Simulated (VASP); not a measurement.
# TaN (Fm-3m) in VASP: further runs, part 3 of 3

VASP 6.6.1. Earlier steps stand in the parts before.

## Step 5: Single point, r2SCAN

This run uses another cell than the first one, of 11.25 Å³/atom, 1.040 times its volume.

The input, POSCAR:

```
TaN
1.0
    0.0000000000      2.2404226923      2.2404226923
    2.2404226923      0.0000000000      2.2404226923
    2.2404226923      2.2404226923      0.0000000000
Ta N
1 1
Direct
    0.5000000000      0.5000000000      0.5000000000
    0.0000000000      0.0000000000      0.0000000000
```

The input, INCAR.step1:

```
SYSTEM = TaN
  PREC = Accurate
  ENCUT = 520
  ISMEAR = -1
  SIGMA = 0.05
  LREAL = .FALSE.
  LASPH = .TRUE.
  NELM = 60
  NBANDS = 15
  GGA = PE
  ALGO = Normal
  EDIFF = 1E-4
  LWAVE = .TRUE.
  LCHARG = .FALSE.
```

The input, INCAR.step2:

```
SYSTEM = TaN
  PREC = Accurate
  ENCUT = 520
  EDIFF = 1E-6
  ISMEAR = -1
  SIGMA = 0.05
  LREAL = .FALSE.
  LASPH = .TRUE.
  NELM = 60
  ALGO = Normal
  ISIF = 2
  LWAVE = .FALSE.
  LCHARG = .FALSE.
  METAGGA = R2SCAN
  LMIXTAU = .TRUE.
  NBANDS = 15
  ISTART = 1
```

The input, KPOINTS:

```
regular mesh
0
G
  10 10 10
  0 0 0
```

Potentials or basis: VASP PAW PBE potentials, release 64 (Ta_pv, N).

The run is started by

```
cat potpaw_PBE.64/Ta_pv/POTCAR potpaw_PBE.64/N/POTCAR > POTCAR
cp INCAR.step1 INCAR
mpirun -np 1 vasp_std > vasp.out
cp INCAR.step2 INCAR
mpirun -np 1 vasp_std > vasp.out
```

OUTCAR:

```text
SYSTEM = TaN
   PREC = Accurate
   ENCUT = 520
   EDIFF = 1E-6
   ISMEAR = -1
   LREAL = .FALSE.
   LASPH = .TRUE.
   NELM = 60
   ISIF = 2
   METAGGA = R2SCAN
   ISTART = 1

 ion  position               nearest neighbor table
   1  0.500  0.500  0.500-   2 2.24   2 2.24   2 2.24   2 2.24   2 2.24   2 2.24
   2  0.000  0.000  0.000-   1 2.24   1 2.24   1 2.24   1 2.24   1 2.24   1 2.24

  LATTYP: Found a face centered cubic cell.
 ALAT       =     4.4808453846

  Lattice vectors:

 A1 = (   0.0000000000,   2.2404226923,   2.2404226923)
 A2 = (   2.2404226923,   0.0000000000,   2.2404226923)
 A3 = (   2.2404226923,   2.2404226923,   0.0000000000)

Analysis of symmetry for initial positions (statically):
=====================================================================
 Subroutine PRICEL returns:
 Original cell was already a primitive cell.

 Routine SETGRP: Setting up the symmetry group for a
 face centered cubic supercell.

 Subroutine GETGRP returns: Found 48 space group operations
 (whereof 48 operations were pure point group operations)
 out of a pool of 48 trial point group operations.

The static configuration has the point symmetry O_h .

Analysis of symmetry for dynamics (positions and initial velocities):
=====================================================================
 Subroutine PRICEL returns:
 Original cell was already a primitive cell.

 Routine SETGRP: Setting up the symmetry group for a
 face centered cubic supercell.

 Subroutine GETGRP returns: Found 48 space group operations
 (whereof 48 operations were pure point group operations)
 out of a pool of 48 trial point group operations.

The dynamic configuration has the point symmetry O_h .

 Subroutine INISYM returns: Found 48 space group operations
 (whereof 48 operations are pure point group operations),
 and found     1 'primitive' translations

[... 120 lines left out ...]
   LHFCALC =     F    Hartree Fock is set to
   AEXX    =    0.0000 exact exchange contribution
   IVDW    =     0    specifies the selected vdW correction
   LEPSILON=     F    determine dielectric tensor
   LRPA    =     F    only Hartree local field effects (RPA)
 non-spin polarized calculation
  energy-cutoff  :      520.00
  volume of cell :       22.49
 maximum number of plane-waves:       620
   NGX = 11   NGY = 11   NGZ = 11

 number of electron      16.0000000 magnetization

 Free energy of the ion-electron system (eV)
  ---------------------------------------------------
  ext. energy  EPLUGINS =         0.00000000
  ---------------------------------------------------
  free energy    TOTEN  =       -59.58146867 eV

  energy without entropy =      -59.57525396  energy(sigma->0) =      -59.57836132

 E-fermi :   9.0058     XC(G=0): -14.1022

 val. band max:        8.9171779155   @ k =  -0.2000   0.2000   0.0000
 cond. band min:       9.0423097113   @ k =  -0.3000   0.3000   0.1000
 fundamental gap:      0.1251317958
 Fermi energy:         9.0058364485

 k-point     1 :       0.0000    0.0000    0.0000
  band No.  band energies     occupation
      1     -28.2894      2.00000
      2     -28.2894      2.00000
      3     -28.2894      2.00000
      4     -10.5501      2.00000
      5       5.0185      2.00000
      6       5.0185      2.00000
      7       5.0185      2.00000
      8       6.9638      2.00000
      9       6.9638      2.00000
     10       6.9638      2.00000
     11       9.1006      0.26139
     12       9.1006      0.26139
     13      10.2868      0.00000
     14      18.3750      0.00000
[... 401 lines left out ...]
      2     -28.4892      2.00000
      3     -28.4682      2.00000
      4      -9.1043      2.00000
      5       0.8938      2.00000
      6       3.0499      2.00000
      7       3.6305      2.00000
      8       5.1903      2.00000
      9      11.0640      0.00000
     10      11.6817      0.00000
     11      11.7683      0.00000
     12      12.6350      0.00000
     13      17.2769      0.00000
     14      18.3723      0.00000
     15      19.7051      0.00000

 [... further k-points ...]

------------------------ aborting loop because EDIFF is reached ----------------------------------------

  FORCE on cell =-STRESS in cart. coord.  units (eV):
  Direction    XX          YY          ZZ          XY          YZ          ZX
  --------------------------------------------------------------------------------------
  -------------------------------------------------------------------------------------
  Total       -2.2830857     -2.2830857     -2.2830857      0.0000000      0.0000000      0.0000000
  in kB     -162.6345875   -162.6345875   -162.6345875      0.0000000      0.0000000      0.0000000
  external PRESSURE =    -162.6345875 kB  Pullay stress =       0.0000000 kB

 VOLUME and BASIS-vectors are now :
 -----------------------------------------------------------------------------
  energy-cutoff  :      520.00
  volume of cell :       22.49
      direct lattice vectors                 reciprocal lattice vectors
     0.000000000  2.240422692  2.240422692    -0.223172173  0.223172173  0.223172173
     2.240422692  0.000000000  2.240422692     0.223172173 -0.223172173  0.223172173
     2.240422692  2.240422692  0.000000000     0.223172173  0.223172173 -0.223172173

 POSITION                                       TOTAL-FORCE (eV/Angst)
 -----------------------------------------------------------------------------------
      2.24042      2.24042      2.24042        -0.000000     -0.000000     -0.000000
      0.00000      0.00000      0.00000         0.000000      0.000000      0.000000
 -----------------------------------------------------------------------------------
    total drift:                                0.000000     -0.000000     -0.000000

  FREE ENERGIE OF THE ION-ELECTRON SYSTEM (eV)
  ---------------------------------------------------
  free  energy   TOTEN  =       -59.5814686664 eV

  energy  without entropy=      -59.5752539641  energy(sigma->0) =      -59.57836132
```

OUTCAR.step1:

```text
SYSTEM = TaN
   PREC = Accurate
   ENCUT = 520
   ISMEAR = -1
   LREAL = .FALSE.
   LASPH = .TRUE.
[... 652 lines left out ...]
      2.24042      2.24042      2.24042         0.000000     -0.000000      0.000000
      0.00000      0.00000      0.00000        -0.000000      0.000000     -0.000000
 -----------------------------------------------------------------------------------
    total drift:                                0.000000     -0.000000     -0.000000

  FREE ENERGIE OF THE ION-ELECTRON SYSTEM (eV)
  ---------------------------------------------------
  free  energy   TOTEN  =       -21.8067689218 eV

  energy  without entropy=      -21.8004501427  energy(sigma->0) =      -21.80360953
```

Wall time 35 s (1 thread of Intel Xeon Platinum 8488C (Sapphire Rapids), shared host); peak memory 0.15 GiB.

What came out:

- Free energy: -59.5815 eV
- Pressure: -16.3 GPa
- Band gap on the k mesh: zero (band 8 reaches 10.72 eV, above the bottom of band 9 at 6.96 eV)

Levels at points of the mesh, in eV from the Fermi level:
```csv
k point,band 5,band 6,band 7,band 8,band 9,band 10,band 11,band 12
"(0.00, 0.00, 0.00)",-3.99,-3.99,-3.99,-2.04,-2.04,-2.04,0.09,0.09
"(0.50, 0.00, 0.00)",-10.38,-7.59,-7.59,1.72,1.72,1.86,3.88,7.21
"(0.50, 0.50, 0.00)",-6.96,-5.26,-4.87,-4.87,2.01,3.20,3.20,4.12
```

Caveat: the PAW data sets were made with another functional, which shifts forces and pressure a little; spin-orbit coupling is left out, which moves the levels of the heavy elements.

## Step 6: Single point, RPBE+D3(BJ)

This run uses another cell than the first one, of 9.64 Å³/atom, 0.891 times its volume.

The input, INCAR:

```
PREC = Accurate ; ENCUT = 520
EDIFF = 1E-6 ; ISMEAR = -1
SIGMA = 0.05 ; LREAL = False
LASPH = True ; NELM = 100
ALGO = Normal ; ISIF = 2
LWAVE = False ; LCHARG = True
GGA = RP ; IVDW = 12
LELF = True ; LVHAR = True
NBANDS = 15
```

The input, KPOINTS:

```
Automatic mesh
0
Gamma
  10 10 10
```

The input, POSCAR:

```
TaN
1.0
    0.0000000000      2.1282210820      2.1282210820
    2.1282210820      0.0000000000      2.1282210820
    2.1282210820      2.1282210820      0.0000000000
Ta N
1 1
Direct
    0.5000000000      0.5000000000      0.5000000000
    0.0000000000      0.0000000000      0.0000000000
```

Potentials or basis: VASP PAW PBE potentials, release 64 (Ta_pv, N).

The run is started by

```
cat potpaw_PBE.64/Ta_pv/POTCAR potpaw_PBE.64/N/POTCAR > POTCAR
mpirun -np 1 vasp_std > vasp.out
```

It took 6.1 s on 1 thread of Intel Xeon 6975P-C (Granite Rapids), shared host; peak memory 0.15 GiB.

It converged, with:

| Quantity | Value |
| --- | --- |
| Free energy | -26.7430 eV |
| Pressure | 1.6 GPa |
| Band gap on the k mesh | zero (band 8 reaches 13.02 eV, above the bottom of band 9 at 8.40 eV) |
| Dispersion energy per atom | -3.168 eV |

Levels at points of the mesh, in eV from the Fermi level:
| k point | band 4 | band 5 | band 6 | band 7 | band 8 | band 9 | band 10 | band 11 | band 12 | band 13 |
| --- | --- | --- | --- | --- | --- | --- | --- | --- | --- | --- |
| (0.00, 0.00, 0.00) | -19.77 | -4.14 | -4.14 | -4.14 | -2.42 | -2.42 | -2.42 | 0.06 | 0.06 | 2.36 |
| (0.50, 0.00, 0.00) | -16.14 | -11.24 | -8.35 | -8.35 | 2.20 | 2.20 | 2.31 | 4.10 | 8.63 | 8.63 |
| (0.50, 0.50, 0.00) | -18.52 | -6.85 | -6.21 | -4.89 | -4.89 | 2.43 | 4.10 | 4.10 | 5.60 | 8.01 |

Caveat: the PAW data sets were made with another functional, which shifts forces and pressure a little; spin-orbit coupling is left out, which moves the levels of the heavy elements; pairwise dispersion overbinds metals, which lowers pressure and volume.

## Step 7: The runs side by side

| level | spin | cell | gap on the mesh (eV) | pressure (GPa) |
| --- | --- | --- | --- | --- |
| PBEsol | non-collinear, zero start, SOC | a = 3.127 Å, angles 60.0°, 2 atoms | - | -9.3 |
| r2SCAN | off | a = 3.106 Å, angles 60.0°, 2 atoms | none | 2.7 |
| r2SCAN | off | a = 3.148 Å, angles 60.0°, 2 atoms | none | -10.6 |
| r2SCAN | off | a = 3.168 Å, angles 60.0°, 2 atoms | none | -16.3 |
| RPBE+D3(BJ) | off | a = 3.010 Å, angles 60.0°, 2 atoms | none | 1.6 |

Alike in all rows: task single point; potentials or basis VASP PAW PBE potentials, release 64 (Ta_pv, N); k mesh 10 × 10 × 10; cutoff (eV) 520; smearing fermi-dirac 0.05 eV.

Caveats: the PAW data sets were made with another functional, which shifts forces and pressure a little; spin-orbit coupling is left out, which moves the levels of the heavy elements (some runs); pairwise dispersion overbinds metals, which lowers pressure and volume (some runs).

Total energies depend on the potentials used, so only differences within one code and one set of settings carry meaning.
